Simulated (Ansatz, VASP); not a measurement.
## Mo in VASP and in Ansatz

File INCAR:

```
ALGO = Fast ; EDIFF = 1E-7
ENCUT = 520 ; GGA = PE
ISIF = 2 ; ISMEAR = 0
LASPH = T ; LCHARG = T
LELF = T ; LREAL = F
LVHAR = T ; LWAVE = F
NBANDS = 13 ; NELM = 60
PREC = Accurate ; SIGMA = 0.15
```

The input KPOINTS:

```
k-points
0
Gamma
  20 20 20
```

File POSCAR:

```
Mo
1.0
   -1.4801125337      1.7961564207      1.4643893503
    1.4801125337     -1.7961564207      1.4643893503
    1.4801125337      1.7961564207     -1.4643893503
Mo
1
Direct
    0.0000000000      0.0000000000      0.0000000000
```

Input for Ansatz:

```yaml
crystal:
  lattice:
    - [-1.4801125337, 1.7961564207, 1.4643893503]
    - [1.4801125337, -1.7961564207, 1.4643893503]
    - [1.4801125337, 1.7961564207, -1.4643893503]
  atoms:
    - { symbol: Mo, position: [0.0, 0.0, 0.0] }
basis:
  ecutwfc: 420
kpoints:
  mp_grid: { grid: [20, 20, 20] }
hamiltonian:
  xc: pbe
scf:
  occupations: { method: gaussian, width: 0.15 }
output:
  forces: true
  stress: true
  eigenvalues: true
```

Change from the starting cell: strain +e along x and -e along y -0.1000, strain +e along z and -e/2 along x and y -0.0733.

Alike in both runs: task single point; functional PBE; k mesh 20 × 20 × 20; occupations gaussian, width 0.15 eV; no spin polarisation.

|  | VASP | Ansatz |
| --- | --- | --- |
| version | VASP 6.6.1 | Ansatz 0.2.0 |
| potentials or method | VASP PAW PBE potentials, release 64 (Mo_sv), cutoff 520 eV | scalar-relativistic, plane waves, PAW |
| valence electrons in the cell | 14 | 14 |

```tsv
	VASP	Ansatz	Ansatz less VASP
gap on the k mesh at the Fermi level (eV)	none	none	-
pressure (GPa)	7.7	7.1	-0.53
traceless stress, the component that is largest in VASP (GPa)	-18.59	-18.60	-0.010
```

A gap of «none» marks a metal or a gap that the smearing closes. With one functional, cell and mesh, what is left measures potentials, basis and numerics.
